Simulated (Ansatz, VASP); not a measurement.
## Nb in VASP and in Ansatz

Contents of INCAR:

```
PREC = Accurate
ENCUT = 600
EDIFF = 1E-7
ISMEAR = -1
SIGMA = 0.05
LREAL = False
LASPH = True
NELM = 100
ALGO = Normal
ISIF = 3
LWAVE = False
LCHARG = False
GGA = PS
IBRION = 2
NSW = 60
EDIFFG = -0.005
```

KPOINTS

```
Automatic mesh
0
Gamma
  18 18 18
```

Contents of POSCAR:

```
Nb
1.0
   -1.6503519298      1.6503519298      1.6503519298
    1.6503519298     -1.6503519298      1.6503519298
    1.6503519298      1.6503519298     -1.6503519298
Nb
1
Direct
    0.0000000000      0.0000000000      0.0000000000
```

Input for Ansatz:

```yaml
crystal:
  lattice:
    - [-1.6503519298, 1.6503519298, 1.6503519298]
    - [1.6503519298, -1.6503519298, 1.6503519298]
    - [1.6503519298, 1.6503519298, -1.6503519298]
  atoms:
    - { symbol: Nb, position: [0.0, 0.0, 0.0] }
kpoints:
  mp_grid: { grid: [18, 18, 18] }
scf:
  occupations: { method: fermi_dirac, width: 0.05 }
hamiltonian:
  xc: pbesol
  pseudopotentials: { kind: paw }
output:
  forces: true
  stress: true
relax:
  f_tol: 0.005
  max_steps: 40
  cell: {}
```

Alike in both runs: task relaxation of cell and atoms; functional PBEsol; k mesh 18 × 18 × 18; occupations fermi-dirac, width 0.05 eV; no spin polarisation.

|  | VASP | Ansatz |
| --- | --- | --- |
| version | VASP 6.6.1 | Ansatz 0.2.0 |
| potentials or method | VASP PAW PBE potentials, release 64 (Nb_sv) | PAW with Ansatz's default frozen-core files, scalar-relativistic |
| plane-wave cutoff (eV) | 600 | 420 |
| valence electrons in the cell | 13 | 13 |

|  | VASP | Ansatz | Ansatz less VASP |
| --- | --- | --- | --- |
| relaxed volume (Å³/atom) | 17.50 | 17.52 | +0.027 |
| relaxed cell length with the largest relative difference (Å) | 2.833 | 2.834 | +0.0014 |

VASP's potentials were made for PBE, not for PBEsol.
